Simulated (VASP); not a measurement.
BiTe: single point with LDA

BiTe:

```
CELL_PARAMETERS angstrom
2.47022 1.42618 3.38235
-2.47022 1.42618 3.38235
0.00000 -2.85237 3.38235
ATOMIC_POSITIONS crystal
Bi 0.50000 0.50000 0.50000
Te 0.00000 0.00000 0.00000
```

This cell differs from its parent crystal: volume scaled by 1.06.

```
Program                : VASP 6.6.1
Task                   : single point
Functional             : LDA
Potentials or basis    : VASP PAW LDA potentials, release 64 (Bi_d, Te)
Cutoff                 : 520 eV
k mesh                 : 7 × 7 × 7
Occupations            : fermi-dirac, width 0.05 eV
Spin                   : no spin polarisation
Dipole correction      : no
Further INCAR settings : ALGO = Normal; EDIFF = 1e-06; NBANDS = 18
```

```json
{
  "Pressure": "-5.5 GPa"
}
```

Stress tensor (GPa, compression positive):
```
-5.92  0.00  0.00
 0.00 -5.92  0.00
 0.00  0.00 -4.72
```

Levels at points of the mesh, in eV from the Fermi level:
```csv
k point,band 8,band 9,band 10,band 11,band 12,band 13
"(0.00, 0.00, 0.00)",-2.70,-2.70,-1.48,1.74,2.33,2.33
```

It took 59 s on 1 thread of Intel Xeon 6975P-C, with other jobs on the host, peak memory 0.21 GiB.

Caveat: spin-orbit coupling is left out, which moves the levels of the heavy elements.
